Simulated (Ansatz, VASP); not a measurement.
# Two plane-wave programs on NiO

```
CELL_PARAMETERS angstrom
0.00000 2.10842 -2.10842
0.00000 2.10842 2.10842
4.21684 0.00000 0.00000
ATOMIC_POSITIONS crystal
Ni 0.00000 0.00000 0.00000
Ni 0.50000 0.50000 0.50000
O 0.00000 0.00000 0.50000
O 0.50000 0.50000 0.00000
```

Alike in both runs: task single point; functional PBE; k mesh 10 × 10 × 6; occupations gaussian, width 0.05 eV; collinear spin.

|  | VASP | Ansatz |
| --- | --- | --- |
| version | VASP 6.6.1 | Ansatz 0.2.0 |
| potentials or method | VASP PAW PBE potentials, release 64 (Ni, O), cutoff 520 eV | scalar-relativistic, plane waves, PAW |
| valence electrons in the cell | 32 | 48 |

VASP gave:

```
gap on the k mesh at the Fermi level (eV)                     : none
pressure (GPa)                                                : -0.4
net moment per atom (μB)                                      : 0.90
size of the moment on the site where the two differ most (μB) : 0.28
```

Which values does Ansatz return?

gap on the k mesh at the Fermi level (eV): none; pressure (GPa): 0.0; net moment per atom (μB): 0.91; size of the moment on the site where the two differ most (μB): 0.30.

Site moments also hang on the region over which each program counts them. A gap of «none» marks a metal or a gap that the smearing closes. VASP's potentials hold 32 valence electrons a cell and Ansatz's 48, so a difference there can come from the potentials and not from the codes.
